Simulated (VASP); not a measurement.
Here is a VASP 6.6.1 calculation.

INCAR

```
SYSTEM = Si3P4
PREC     = Accurate       ! precision mode
ENCUT    = 520            ! plane-wave cutoff, eV
EDIFF    = 1E-6           ! SCF threshold, eV
ISMEAR   = 0              ! smearing method
SIGMA    = 0.1            ! smearing width, eV
LREAL    = .False.        ! projectors in reciprocal space
LASPH    = .True.         ! aspherical terms in the spheres
NELM     = 100            ! most SCF steps
ALGO     = Fast           ! electronic algorithm
ISIF     = 2              ! what is computed and relaxed
LWAVE    = .False.        ! write WAVECAR
LCHARG   = .False.        ! write CHGCAR
GGA      = PE             ! functional
NBANDS   = 45             ! bands
```

KPOINTS

```
Automatic mesh
0
Gamma
  6 6 10
  0 0 0
```

Contents of POSCAR:

```
Si3P4
1.0
    9.7928057173      0.0000000000      0.0000000000
   -4.8964028586      8.4808185255      0.0000000000
    0.0000000000      0.0000000000      3.6778024251
Si P
6 8
Direct
    0.8254226366      0.2283675786      0.7500000000
    0.5970550580      0.8254226366      0.2500000000
    0.2283675786      0.4029449420      0.2500000000
    0.7716324214      0.5970550580      0.7500000000
    0.4029449420      0.1745773634      0.7500000000
    0.1745773634      0.7716324214      0.2500000000
    0.6666666667      0.3333333333      0.7500000000
    0.3333333333      0.6666666667      0.2500000000
    0.6300729858      0.9735210613      0.7500000000
    0.6565519245      0.6300729858      0.2500000000
    0.9735210613      0.3434480755      0.2500000000
    0.0264789387      0.6565519245      0.7500000000
    0.3699270142      0.0264789387      0.2500000000
    0.3434480755      0.3699270142      0.7500000000
```

Potentials or basis: VASP PAW PBE potentials, release 64 (Si, P).

The run is started by

```sh
$ cat potpaw_PBE.64/Si/POTCAR potpaw_PBE.64/P/POTCAR > POTCAR
$ mpirun -np 1 vasp_std > vasp.out
```

(1) What does it give for the pressure?

(2) Predict the largest force.

Answers

(1) -0.2 GPa.

(2) 0.005 eV/Å.
